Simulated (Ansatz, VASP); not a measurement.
Ag: VASP beside Ansatz

The input INCAR:

```
ALGO = Normal ; EDIFF = 1E-6
ENCUT = 520 ; GGA = PS
ISIF = 2 ; ISMEAR = 0
LASPH = True ; LCHARG = True
LELF = True ; LREAL = False
LVHAR = True ; LWAVE = False
NBANDS = 12 ; NELM = 100
PREC = Accurate ; SIGMA = 0.15
```

File KPOINTS:

```
k-points
0
Gamma
  20 20 20
```

Contents of POSCAR:

```
Ag
1.0
    0.0000000000      1.9920225000      1.9920225000
    1.9920225000      0.0000000000      1.9920225000
    1.9920225000      1.9920225000      0.0000000000
Ag
1
Direct
    0.0000000000      0.0000000000      0.0000000000
```

Input for Ansatz:

```yaml
crystal:
  lattice:
    - [0.0, 1.9920225, 1.9920225]
    - [1.9920225, 0.0, 1.9920225]
    - [1.9920225, 1.9920225, 0.0]
  atoms:
    - { symbol: Ag, position: [0.0, 0.0, 0.0] }
basis:
  ecutwfc: 420
kpoints:
  mp_grid: { grid: [20, 20, 20] }
hamiltonian:
  xc: pbesol
scf:
  occupations: { method: gaussian, width: 0.15 }
output:
  forces: true
  stress: true
  eigenvalues: true
  write_density: true
  write_potential: true
  elf: true
  volumetric_format: npy
```

Change from the starting cell: strain -0.025 along x and y, -0.025 along z, atoms carried along.

Alike in both runs: task single point; functional PBEsol; k mesh 20 × 20 × 20; occupations gaussian, width 0.15 eV; no spin polarisation.

|  | VASP | Ansatz |
| --- | --- | --- |
| version | VASP 6.6.1 | Ansatz 0.2.0 |
| potentials or method | VASP PAW PBE potentials, release 64 (Ag), cutoff 520 eV | scalar-relativistic, plane waves, PAW |
| valence electrons in the cell | 11 | 19 |

|  | VASP | Ansatz | Ansatz less VASP |
| --- | --- | --- | --- |
| gap on the k mesh at the Fermi level (eV) | none | none | - |
| pressure (GPa) | 6.9 | 7.3 | +0.32 |

VASP's potentials were made for PBE, not for PBEsol. A gap of «none» marks a metal or a gap that the smearing closes. VASP's potentials hold 11 valence electrons a cell and Ansatz's 19, so a difference there can come from the potentials and not from the codes.
